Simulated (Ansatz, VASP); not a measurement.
Pd2Br in VASP and in Ansatz

```
Pd Br
1.0
     3.78541    0.00000    0.00000
     0.00000    8.50628    0.00000
     0.00000    0.00000    3.64561
Pd Br
4 2
Direct
  0.27728 0.79403 0.50000
  0.77728 0.70597 0.00000
  0.72272 0.20597 0.50000
  0.22272 0.29403 0.00000
  0.50000 0.50000 0.50000
  0.00000 0.00000 0.00000
```

Alike in both runs: functional PBE; k mesh 4 × 4 × 4; occupations gaussian, width 0.1 eV; no spin polarisation.

Ansatz relaxed the structure, and its values are those at the end. VASP's run is a single point on that final structure, the one shown.

|  | VASP | Ansatz |
| --- | --- | --- |
| version | VASP 6.6.1 | Ansatz 0.2.0 |
| potentials or method | VASP PAW PBE potentials, release 64 (Pd, Br), cutoff 520 eV | scalar-relativistic, plane waves, PAW |
| valence electrons in the cell | 54 | 86 |

```tsv
	VASP	Ansatz	Ansatz less VASP
gap on the k mesh at the Fermi level (eV)	none	none	-
pressure (GPa)	-0.2	-0.1	+0.06
rms of the force components (eV/Å)	0.005	0.004	-0.0013
```

A gap of «none» marks a metal or a gap that the smearing closes. VASP's potentials hold 54 valence electrons a cell and Ansatz's 86, so a difference there can come from the potentials and not from the codes.

The k mesh is coarse, so the values compare programs but aren't converged.
